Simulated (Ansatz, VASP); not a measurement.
## LiCl in VASP and in Ansatz

```
CELL_PARAMETERS angstrom
0.00000 2.62888 2.43652
2.62888 0.00000 2.43652
2.62888 2.62888 0.00000
ATOMIC_POSITIONS crystal
Li 0.00000 0.00000 0.00000
Cl 0.50000 0.50000 0.50000
```

Change from the starting cell: strain +0.025 along x and y, -0.050 along z, atoms carried along.

Alike in both runs: task single point; functional LDA; k mesh 8 × 8 × 8; occupations gaussian, width 0.05 eV; no spin polarisation.

|  | VASP | Ansatz |
| --- | --- | --- |
| version | VASP 6.6.1 | Ansatz 0.2.0 |
| potentials or method | VASP PAW LDA potentials, release 64 (Li_sv, Cl), cutoff 520 eV | scalar-relativistic, plane waves, PAW |
| valence electrons in the cell | 10 | 10 |

|  | VASP | Ansatz | Ansatz less VASP |
| --- | --- | --- | --- |
| gap on the k mesh at the Fermi level (eV) | 5.94 | 5.92 | -0.018 |
| least direct gap on the mesh (eV) | 5.94 | 5.92 | -0.018 |

LDA's correlation is that of Perdew and Zunger in VASP and of Perdew and Wang (1992) in Ansatz.

Noted on VASP's run: the cutoff is short for stress, so the pressure is rough.
